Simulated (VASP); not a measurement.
Tl: single point with PBE

Tl:

```
CELL_PARAMETERS angstrom
3.36960 0.00000 0.00000
-1.68480 2.91816 0.00000
0.00000 0.00000 5.38687
ATOMIC_POSITIONS crystal
Tl 0.33333 0.66667 0.25000
Tl 0.66667 0.33333 0.75000
```

This cell differs from its parent crystal: strain -0.025 along x and y, -0.025 along z.

```json
{"Program": "VASP 6.6.1", "Task": "single point", "Functional": "PBE", "Potentials or basis": "VASP PAW PBE potentials, release 64 (Tl_d)", "Cutoff": "520 eV", "k mesh": "18 × 18 × 10", "Occupations": "gaussian, width 0.15 eV", "Spin": "no spin polarisation"}
```

```yaml
Pressure: 7.1 GPa
Band_gap_on_the_k_mesh: zero (bands 13 and 14 overlap by 6.35 eV)
```

Stress tensor (GPa, compression positive):
```
7.03 0.00 0.00
0.00 7.03 0.00
0.00 0.00 7.30
```

Levels at points of the mesh, in eV from the Fermi level:
```
           k point  band 9  band 10  band 11  band 12  band 13  band 14  band 15  band 16  band 17  band 18
(0.00, 0.00, 0.00)  -11.17   -11.17   -10.64    -5.11    -3.20     8.46     8.46    10.41    10.71    10.71
(0.50, 0.00, 0.00)  -11.11   -11.10    -5.89    -4.87    -0.61     0.46     1.32     3.95     3.98     8.56
(0.00, 0.00, 0.50)  -11.30   -11.30    -9.07    -9.07     3.59     3.59     9.50     9.50     9.50     9.50
(0.50, 0.00, 0.50)  -11.12   -11.12    -4.71    -4.71    -2.57    -2.57     5.82     5.82     6.52     6.52
```

It took 4.2 min on 1 thread of AMD EPYC 7R13, with other jobs on the host, peak memory 0.29 GiB.

Caveat: the cell differs from its parent crystal (strain -0.025 along x and y, -0.025 along z); the cell stands under pressure; spin-orbit coupling is left out, which moves the levels of the heavy elements.
